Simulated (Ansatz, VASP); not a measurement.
Hg: VASP beside Ansatz

```
Hg
1.0
     3.31180    0.00000    0.00000
    -1.65590    2.86810    0.00000
     0.00000    0.00000    4.32740
Hg
2
Direct
  0.66667 0.33333 0.75000
  0.33333 0.66667 0.25000
```

Alike in both runs: task single point; functional PBEsol; dispersion D3(BJ); k mesh 18 × 18 × 10; occupations gaussian, width 0.15 eV; no spin polarisation.

|  | VASP | Ansatz |
| --- | --- | --- |
| version | VASP 6.6.1 | Ansatz 0.2.0 |
| potentials or method | VASP PAW PBE potentials, release 64 (Hg), cutoff 520 eV | scalar-relativistic, plane waves, PAW |
| valence electrons in the cell | 24 | 40 |

|  | VASP | Ansatz | Ansatz less VASP |
| --- | --- | --- | --- |
| gap on the k mesh at the Fermi level (eV) | none | none | - |
| pressure (GPa) | 7.0 | 6.1 | -0.89 |
| traceless stress, the component that is largest in VASP (GPa) | 3.04 | 2.71 | -0.333 |

VASP's potentials were made for PBE, not for PBEsol. A gap of «none» marks a metal or a gap that the smearing closes. VASP's potentials hold 24 valence electrons a cell and Ansatz's 40, so a difference there can come from the potentials and not from the codes.

Spin-orbit coupling is off throughout.
